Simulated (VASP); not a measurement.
Input of a VASP 6.6.1 run:

The input POSCAR:

```
NaHF2
1.0
    1.6420229563      0.9480223958      4.4069271639
   -1.6420229563      0.9480223958      4.4069271639
    0.0000000000     -1.8960447916      4.4069271639
Na H F
1 1 2
Direct
    0.0000000000      0.0000000000      0.0000000000
    0.5000000000      0.5000000000      0.5000000000
    0.4100000000      0.4100000000      0.4100000000
    0.5900000000      0.5900000000      0.5900000000
```

File INCAR.step1:

```
PREC = Accurate ; ENCUT = 520
ISMEAR = 0 ; SIGMA = 0.05
LREAL = F ; LASPH = T
NELM = 80 ; NBANDS = 19
GGA = PE ; ALGO = Normal
EDIFF = 1E-4 ; LWAVE = T
LCHARG = F
```

Contents of INCAR.step2:

```
PREC = Accurate ; ENCUT = 520
EDIFF = 1E-6 ; ISMEAR = 0
SIGMA = 0.05 ; LREAL = F
LASPH = T ; NELM = 80
ALGO = Normal ; ISIF = 2
LWAVE = F ; LCHARG = F
METAGGA = R2SCAN ; LMIXTAU = T
NBANDS = 19 ; ISTART = 1
```

KPOINTS

```
Automatic mesh
0
Gamma
  12 12 12
```

Potentials or basis: VASP PAW PBE potentials, release 64 (Na_pv, H, F).

Launch:

```console
$ cat potpaw_PBE.64/Na_pv/POTCAR potpaw_PBE.64/H/POTCAR potpaw_PBE.64/F/POTCAR > POTCAR
$ cp INCAR.step1 INCAR
$ mpirun -np 1 vasp_std > vasp.out
$ cp INCAR.step2 INCAR
$ mpirun -np 1 vasp_std > vasp.out
```

**Question.** What does it give for the band gap on the k mesh?

**Answer.** 8.01 eV (least direct gap 8.15 eV).

**Question.** Estimate the pressure.

**Answer.** 3.5 GPa.

Stress tensor (GPa, compression positive):
```
 7.58  0.00  0.00
 0.00  7.58  0.00
 0.00  0.00 -4.61
```

Caveat: the cell differs from its parent crystal (strain -0.050 along x and y, -0.050 along z); the stress differs along the axes, from -5 to 8 GPa; the PAW data sets were made with another functional, which shifts forces and pressure a little. A k mesh can miss the band edges.
